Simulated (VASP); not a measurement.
# CdS (P6_3mc) in VASP: notebook

CdS is run at these levels: PBE; tasks: single point.

All numbers are computed with VASP 6.6.1; they aren't measurements. Logs are shortened: lines on timing, memory, paths and dates and some standing lists are left out, and cuts for length are marked.

**1. The cell of the first run**

Symmetry: P6_3mc, No. 186, hexagonal system. Conventional cell: a = 3.979 Å, b = 3.979 Å, c = 6.490 Å, α = 90.00°, β = 90.00°, γ = 120.00°. Within 3.2 Å of Cd (site symmetry 3m) lie 4 S at 2.43 to 2.44 Å. Within 3.2 Å of S (site symmetry 3m) lie 4 Cd at 2.43 to 2.44 Å.

**2. Single point, PBE**

File INCAR:

```
ALGO = Normal
EDIFF = 1E-6
ENCUT = 520
GGA = PE
ISIF = 2
ISMEAR = 0
LASPH = T
LCHARG = F
LREAL = F
LWAVE = F
NBANDS = 26
NELM = 60
PREC = Accurate
SIGMA = 0.02
```

File KPOINTS:

```
k-points
0
Gamma
  9 9 4
```

File POSCAR:

```
CdS
1.0
    3.9786492210      0.0000000000      0.0000000000
   -1.9893246105      3.4456112981      0.0000000000
    0.0000000000      0.0000000000      6.4903490271
Cd S
2 2
Direct
    0.6666666667      0.3333333333      0.5007224142
    0.3333333333      0.6666666667      0.0007224142
    0.6666666667      0.3333333333      0.8762775858
    0.3333333333      0.6666666667      0.3762775858
```

Potentials or basis: VASP PAW PBE potentials, release 64 (Cd, S).

On the command line:

```sh
$ cat potpaw_PBE.64/Cd/POTCAR potpaw_PBE.64/S/POTCAR > POTCAR
$ mpirun -np 1 vasp_std > vasp.out
```

OUTCAR:

```text
EDIFF = 1E-6
   ENCUT = 520
   GGA = PE
   ISIF = 2
   ISMEAR = 0
   LASPH = T
   LREAL = F
   NELM = 60
   PREC = Accurate

 ion  position               nearest neighbor table
   1  0.667  0.333  0.501-   4 2.43   4 2.43   4 2.43   3 2.44
   2  0.333  0.667  0.001-   3 2.43   3 2.43   3 2.43   4 2.44
   3  0.667  0.333  0.876-   2 2.43   2 2.43   2 2.43   1 2.44
   4  0.333  0.667  0.376-   1 2.43   1 2.43   1 2.43   2 2.44

  LATTYP: Found a hexagonal cell.
 ALAT       =     3.9786492210
 C/A-ratio  =     1.6312946094

  Lattice vectors:

 A1 = (   3.9786492210,   0.0000000000,   0.0000000000)
 A2 = (  -1.9893246105,   3.4456112981,   0.0000000000)
 A3 = (   0.0000000000,   0.0000000000,   6.4903490271)

Analysis of symmetry for initial positions (statically):
=====================================================================
 Subroutine PRICEL returns:
 Original cell was already a primitive cell.

 Routine SETGRP: Setting up the symmetry group for a
 hexagonal supercell.

 Subroutine GETGRP returns: Found 12 space group operations
 (whereof  6 operations were pure point group operations)
 out of a pool of 24 trial point group operations.

The static configuration has the point symmetry C_3v.
 The point group associated with its full space group is C_6v.

Analysis of symmetry for dynamics (positions and initial velocities):
=====================================================================
 Subroutine PRICEL returns:
 Original cell was already a primitive cell.

 Routine SETGRP: Setting up the symmetry group for a
 hexagonal supercell.

 Subroutine GETGRP returns: Found 12 space group operations
 (whereof  6 operations were pure point group operations)
 out of a pool of 24 trial point group operations.

The dynamic configuration has the point symmetry C_3v.
 The point group associated with its full space group is C_6v.

 Subroutine INISYM returns: Found 12 space group operations
 (whereof  6 operations are pure point group operations),
 and found     1 'primitive' translations

----------------------------------------------------------------------------------------

                                     Primitive cell

  volume of cell :      88.9754

  direct lattice vectors                    reciprocal lattice vectors
     3.978649221  0.000000000  0.000000000     0.251341585  0.145112132  0.000000000
    -1.989324610  3.445611298  0.000000000     0.000000000  0.290224263  0.000000000
     0.000000000  0.000000000  6.490349027     0.000000000  0.000000000  0.154074919

  length of vectors
     3.978649221  3.978649221  6.490349027     0.290224263  0.290224263  0.154074919

  position of ions in fractional coordinates (direct lattice)
     0.666666667  0.333333333  0.500722414
     0.333333333  0.666666667  0.000722414
     0.666666667  0.333333333  0.876277586
     0.333333333  0.666666667  0.376277586

  ion indices of the primitive-cell ions
   primitive index   ion index
                 1           1
                 2           2
                 3           3
                 4           4

----------------------------------------------------------------------------------------

 KPOINTS: k-points

Automatic generation of k-mesh.
 Grid dimensions read from file:
 generate k-points for:    9    9    4

 Generating k-lattice:

  Cartesian coordinates                     Fractional coordinates (reciprocal lattice)
     0.027926843  0.016123570  0.000000000     0.111111111  0.000000000  0.000000000
     0.000000000  0.032247140  0.000000000     0.000000000  0.111111111  0.000000000
     0.000000000  0.000000000  0.038518730     0.000000000  0.000000000  0.250000000

  Length of vectors
     0.032247140  0.032247140  0.038518730

  Shift w.r.t. Gamma in fractional coordinates (k-lattice)
     0.000000000  0.000000000  0.000000000

 Subroutine IBZKPT returns following result:
 ===========================================

 Found     36 irreducible k-points:

 Following reciprocal coordinates:
            Coordinates               Weight
  0.000000  0.000000  0.000000      1.000000
  0.111111  0.000000  0.000000      6.000000
  0.222222  0.000000  0.000000      6.000000
  0.333333  0.000000  0.000000      6.000000
  0.444444  0.000000  0.000000      6.000000
  0.111111  0.111111  0.000000      6.000000
[... 16 lines left out ...]
  0.333333  0.222222  0.250000     24.000000
  0.333333  0.333333  0.250000      4.000000
 [... further k-points ...]
   k-points           NKPTS =     36   k-points in BZ     NKDIM =     36   number of bands    NBANDS=     26
   number of dos      NEDOS =    301   number of ions     NIONS =      4
   total plane-waves  NPLWV =  43200
   dimension x,y,z NGX =    30 NGY =   30 NGZ =   48
   dimension x,y,z NGXF=    60 NGYF=   60 NGZF=   96
   ions per type =               2   2
   NGX,Y,Z   is equivalent  to a cutoff of  12.54, 12.54, 12.29 a.u.
   NGXF,Y,Z  is equivalent  to a cutoff of  25.07, 25.07, 24.59 a.u.
 SYSTEM =  unknown system
   PREC   = accura    normal or accurate (medium, high low for compatibility)
   ISTART =      0    job   : 0-new  1-cont  2-samecut
   ICHARG =      2    charge: 1-file 2-atom 10-const
   ISPIN  =      1    spin polarized calculation?
   LNONCOLLINEAR =      F non collinear calculations
   LSORBIT =      F    spin-orbit coupling
   LASPH  =      T    aspherical Exc in radial PAW
   ENCUT  =  520.0 eV  38.22 Ry    6.18 a.u.   7.40  7.40 12.07*2*pi/ulx,y,z
   NELM   =     60;   NELMIN=  2; NELMDL= -5     # of ELM steps
   EDIFF  = 0.1E-05   stopping-criterion for ELM
   LREAL  =      F    real-space projection
   EDIFFG = 0.1E-04   stopping-criterion for IOM
   NSW    =      0    number of steps for IOM
   IBRION =     -1    ionic relax: 0-MD 1-quasi-New 2-CG
   NFREE  =      0    steps in history (QN), initial steepest desc. (CG)
   ISIF   =      2    stress and relaxation
   ISYM   =      2    0-nonsym 1-usesym 2-fastsym
   POTIM  = 0.5000    time-step for ionic-motion
   TEBEG  =    0.0;   TEEND  =   0.0 temperature during run
   PSTRESS=    0.0 pullay stress
   NELECT =      36.0000    total number of electrons
   NUPDOWN=      -1.0000    fix difference up-down
   EMIN   =  10.00;   EMAX   =-10.00  energy-range for DOS
   EFERMI =   0.00;   METHOD = LEGACY
   ISMEAR =     0;   SIGMA  =   0.02  broadening in eV -4-tet -1-fermi 0-gaus
   EFERMI_NEDOS =   21; number of points for ismear=-14 and -15
   IALGO  =     38    algorithm
   IMIX   =      4    mixing-type and parameters
     AMIX     =   0.40;   BMIX     =  1.00
     AMIX_MAG =   1.60;   BMIX_MAG =  1.00
  volume/ion in A,a.u.               =      22.24       150.11
  Fermi-wavevector in a.u.,A,eV,Ry     =   1.210837  2.288150 19.947857  1.466126
  Thomas-Fermi vector in A             =   2.346371
   LORBIT       =      0    0 simple, 1 ext, 2 COOP (PROOUT), +10 PAW based schemes
   GGA     = PE    functional components
   LHFCALC =     F    Hartree Fock is set to
   AEXX    =    0.0000 exact exchange contribution
   IVDW    =     0    specifies the selected vdW correction
   LEPSILON=     F    determine dielectric tensor
   LRPA    =     F    only Hartree local field effects (RPA)
 non-spin polarized calculation
 Gauss-broadening in eV      SIGMA  =   0.02
  energy-cutoff  :      520.00
  volume of cell :       88.98
 maximum number of plane-waves:      2424
 NGX is ok and might be reduce to    30
   NGX = 15   NGY = 15   NGZ = 25

 number of electron      35.9999986 magnetization

 Free energy of the ion-electron system (eV)
  ---------------------------------------------------
  ext. energy  EPLUGINS =         0.00000000
  ---------------------------------------------------
  free energy    TOTEN  =       -11.76632365 eV

  energy without entropy =      -11.76632365  energy(sigma->0) =      -11.76632365

 E-fermi :   2.4160     XC(G=0):  -9.6668

 val. band max:        2.3263839638   @ k =   0.0000   0.0000   0.0000
 cond. band min:       3.7970976129   @ k =   0.0000   0.0000   0.0000
 fundamental gap:      1.4707136492
 Fermi energy:         2.4160407772

 k-point     1 :       0.0000    0.0000    0.0000
  band No.  band energies     occupation
      1     -10.7924      2.00000
      2     -10.2496      2.00000
      3      -5.8631      2.00000
      4      -5.8474      2.00000
      5      -5.8474      2.00000
      6      -5.7352      2.00000
[... 18 lines left out ...]
     25       9.9751      0.00000
     26      10.4025      0.00000

 k-point     2 :       0.1111    0.0000    0.0000
  band No.  band energies     occupation
      1     -10.7370      2.00000
      2     -10.2251      2.00000
      3      -5.8451      2.00000
      4      -5.8236      2.00000
      5      -5.8134      2.00000
      6      -5.7101      2.00000
[... 18 lines left out ...]
     25      10.2108      0.00000
     26      10.2826      0.00000

 k-point     3 :       0.2222    0.0000    0.0000
  band No.  band energies     occupation
      1     -10.5917      2.00000
      2     -10.1671      2.00000
      3      -5.7946      2.00000
      4      -5.7698      2.00000
      5      -5.7157      2.00000
      6      -5.6224      2.00000
[... 18 lines left out ...]
     25      10.2925      0.00000
     26      10.9691      0.00000

 k-point     4 :       0.3333    0.0000    0.0000
  band No.  band energies     occupation
      1     -10.4137      2.00000
      2     -10.1124      2.00000
      3      -5.7532      2.00000
      4      -5.7238      2.00000
      5      -5.5880      2.00000
      6      -5.5139      2.00000
[... 18 lines left out ...]
     25      10.7132      0.00000
     26      11.5675      0.00000
[... 496 lines left out ...]
      1     -10.2881      2.00000
      2     -10.1235      2.00000
      3      -5.7171      2.00000
      4      -5.6789      2.00000
      5      -5.5604      2.00000
      6      -5.5298      2.00000
[... 18 lines left out ...]
     25      10.3889      0.00000
     26      11.5451      0.00000

 k-point    23 :       0.3333    0.2222    0.2500
  band No.  band energies     occupation
      1     -10.1892      2.00000
      2     -10.1072      2.00000
      3      -5.7177      2.00000
      4      -5.6371      2.00000
      5      -5.5460      2.00000
      6      -5.4772      2.00000
[... 18 lines left out ...]
     25      11.1293      0.00000
     26      11.8425      0.00000

 k-point    24 :       0.3333    0.3333    0.2500
  band No.  band energies     occupation
      1     -10.1289      2.00000
      2     -10.1289      2.00000
      3      -5.7241      2.00000
      4      -5.5735      2.00000
      5      -5.5735      2.00000
      6      -5.4632      2.00000
[... 18 lines left out ...]
     25      11.7673      0.00000
     26      12.3276      0.00000

 [... further k-points ...]

------------------------ aborting loop because EDIFF is reached ----------------------------------------

  FORCE on cell =-STRESS in cart. coord.  units (eV):
  Direction    XX          YY          ZZ          XY          YZ          ZX
  --------------------------------------------------------------------------------------
  -------------------------------------------------------------------------------------
  Total        6.9729372      6.9729372      7.0145999      0.0000000      0.0000000      0.0000000
  in kB      125.5614583    125.5614583    126.3116762      0.0000000      0.0000000      0.0000000
  external PRESSURE =     125.8115310 kB  Pullay stress =       0.0000000 kB

 VOLUME and BASIS-vectors are now :
 -----------------------------------------------------------------------------
  energy-cutoff  :      520.00
  volume of cell :       88.98
      direct lattice vectors                 reciprocal lattice vectors
     3.978649221  0.000000000  0.000000000     0.251341585  0.145112132  0.000000000
    -1.989324610  3.445611298  0.000000000     0.000000000  0.290224263  0.000000000
     0.000000000  0.000000000  6.490349027     0.000000000  0.000000000  0.154074919

 POSITION                                       TOTAL-FORCE (eV/Angst)
 -----------------------------------------------------------------------------------
      1.98932      1.14854      3.24986         0.000000     -0.000000      0.001416
     -0.00000      2.29707      0.00469        -0.000000      0.000000      0.001416
      1.98932      1.14854      5.68735        -0.000000      0.000000     -0.001416
     -0.00000      2.29707      2.44217        -0.000000     -0.000000     -0.001416
 -----------------------------------------------------------------------------------
    total drift:                               -0.000000     -0.000000      0.000067

  FREE ENERGIE OF THE ION-ELECTRON SYSTEM (eV)
  ---------------------------------------------------
  free  energy   TOTEN  =       -11.7663236479 eV

  energy  without entropy=      -11.7663236479  energy(sigma->0) =      -11.76632365
```

Wall time 78 s (1 thread of Intel Xeon Platinum 8488C (Sapphire Rapids), shared host); peak memory 0.23 GiB.

Results:

* Free energy: -11.7663 eV
* Pressure: 12.6 GPa
* Band gap on the k mesh: 1.47 eV, direct

Stress tensor (GPa, compression positive):
```
12.56  0.00  0.00
 0.00 12.56  0.00
 0.00  0.00 12.63
```

**3. Single point, PBE**

This run uses another cell than the first one, of 12.64 Å³/atom, 0.568 times its volume.

File INCAR:

```
SYSTEM = CdS
PREC     = Accurate       ! precision mode
ENCUT    = 520            ! plane-wave cutoff, eV
EDIFF    = 1E-6           ! SCF threshold, eV
ISMEAR   = 0              ! smearing method
SIGMA    = 0.1            ! smearing width, eV
LREAL    = .FALSE.        ! projectors in reciprocal space
LASPH    = .TRUE.         ! aspherical terms in the spheres
NELM     = 100            ! most SCF steps
ALGO     = Normal         ! electronic algorithm
ISIF     = 2              ! what is computed and relaxed
LWAVE    = .FALSE.        ! write WAVECAR
LCHARG   = .FALSE.        ! write CHGCAR
GGA      = PE             ! functional
NBANDS   = 26             ! bands
```

File KPOINTS:

```
regular mesh
0
G
  15 15 6
  0 0 0
```

File POSCAR:

```
CdS
1.0
    2.5247895735      0.0000000000      0.0000000000
   -1.2623947868      2.1865319099      0.0000000000
    0.0000000000      0.0000000000      9.1571441199
Cd S
2 2
Direct
    0.6666666667      0.3333333333      0.5595025357
    0.3333333333      0.6666666667      0.0595025357
    0.6666666667      0.3333333333      0.8174974643
    0.3333333333      0.6666666667      0.3174974643
```

Potentials or basis: VASP PAW PBE potentials, release 64 (Cd, S).

On the command line:

```sh
$ cat potpaw_PBE.64/Cd/POTCAR potpaw_PBE.64/S/POTCAR > POTCAR
$ mpirun -np 1 vasp_std > vasp.out
```

OUTCAR:

```text
SYSTEM = CdS
   PREC = Accurate
   ENCUT = 520
   EDIFF = 1E-6
   ISMEAR = 0
   LREAL = .FALSE.
   LASPH = .TRUE.
   NELM = 100
   ISIF = 2
   GGA = PE

 ion  position               nearest neighbor table
   1  0.667  0.333  0.560-   3 2.36   4 2.65   4 2.65   4 2.65
   2  0.333  0.667  0.060-   4 2.36   3 2.65   3 2.65   3 2.65
   3  0.667  0.333  0.817-   1 2.36   2 2.65   2 2.65   2 2.65
   4  0.333  0.667  0.317-   2 2.36   1 2.65   1 2.65   1 2.65

  LATTYP: Found a hexagonal cell.
 ALAT       =     2.5247895735
 C/A-ratio  =     3.6268939859

  Lattice vectors:

 A1 = (   2.5247895735,   0.0000000000,   0.0000000000)
 A2 = (  -1.2623947868,   2.1865319099,   0.0000000000)
 A3 = (   0.0000000000,   0.0000000000,   9.1571441199)

Analysis of symmetry for initial positions (statically):
=====================================================================
 Subroutine PRICEL returns:
 Original cell was already a primitive cell.

 Routine SETGRP: Setting up the symmetry group for a
 hexagonal supercell.
[... 170 lines left out ...]
  free energy    TOTEN  =        -2.27473245 eV

  energy without entropy =       -2.26420737  energy(sigma->0) =       -2.26946991

 E-fermi :   9.9003     XC(G=0): -13.1677

 val. band max:        9.8803941404   @ k =   0.4000   0.2000   0.0000
 cond. band min:       9.9007209646   @ k =   0.3333   0.0667   0.0000
 fundamental gap:      0.0203268242
 Fermi energy:         9.9003486280

 k-point     1 :       0.0000    0.0000    0.0000
  band No.  band energies     occupation
      1      -9.0515      2.00000
      2      -8.6295      2.00000
      3      -3.0991      2.00000
      4      -3.0364      2.00000
      5      -2.0922      2.00000
      6      -1.3212      2.00000
[... 685 lines left out ...]
     25      19.1762      0.00000
     26      19.2596      0.00000

 [... further k-points ...]

------------------------ aborting loop because EDIFF is reached ----------------------------------------

  FORCE on cell =-STRESS in cart. coord.  units (eV):
  Direction    XX          YY          ZZ          XY          YZ          ZX
  --------------------------------------------------------------------------------------
  -------------------------------------------------------------------------------------
  Total       29.2276343     29.2276343     29.2478707     -0.0000000     -0.0000000      0.0000000
  in kB      926.3245830    926.3245830    926.9659439     -0.0000000     -0.0000000      0.0000000
  external PRESSURE =     926.5383700 kB  Pullay stress =       0.0000000 kB

 VOLUME and BASIS-vectors are now :
 -----------------------------------------------------------------------------
  energy-cutoff  :      520.00
  volume of cell :       50.55
      direct lattice vectors                 reciprocal lattice vectors
     2.524789574  0.000000000  0.000000000     0.396072612  0.228672629  0.000000000
    -1.262394787  2.186531910  0.000000000     0.000000000  0.457345258  0.000000000
     0.000000000  0.000000000  9.157144120     0.000000000  0.000000000  0.109204353

 POSITION                                       TOTAL-FORCE (eV/Angst)
 -----------------------------------------------------------------------------------
      1.26239      0.72884      5.12345         0.000000      0.000000      0.011091
     -0.00000      1.45769      0.54487        -0.000000     -0.000000      0.011091
      1.26239      0.72884      7.48594        -0.000000     -0.000000     -0.011091
     -0.00000      1.45769      2.90737        -0.000000      0.000000     -0.011091
 -----------------------------------------------------------------------------------
    total drift:                               -0.000000     -0.000000     -0.001042

  FREE ENERGIE OF THE ION-ELECTRON SYSTEM (eV)
  ---------------------------------------------------
  free  energy   TOTEN  =        -2.2747324478 eV

  energy  without entropy=       -2.2642073683  energy(sigma->0) =       -2.26946991
```

Run time: 1.7 min. Hardware: 1 thread of Intel Xeon Platinum 8488C (Sapphire Rapids), shared host; peak memory 0.25 GiB.

What came out:

```
Free energy            : -2.2747 eV
Pressure               : 92.7 GPa
Largest force          : 0.011 eV/Å
Band gap on the k mesh : zero (band 18 reaches 14.01 eV, above the bottom of band 19 at 7.86 eV)
```

Forces on the atoms (eV/Å):
```
Cd   0.000  0.000  0.011
Cd   0.000  0.000  0.011
S    0.000  0.000 -0.011
S    0.000  0.000 -0.011
```

Levels at points of the mesh, in eV from the Fermi level:
```csv
k point,band 14,band 15,band 16,band 17,band 18,band 19,band 20,band 21,band 22,band 23
"(0.00, 0.00, 0.00)",-8.98,-6.69,0.50,1.47,4.05,4.05,4.17,4.17,9.07,11.50
"(0.00, 0.00, 0.50)",-9.47,-3.65,-3.65,4.11,4.11,4.11,4.11,5.88,5.88,12.31
```

(Part 1 of 2 ends here.)
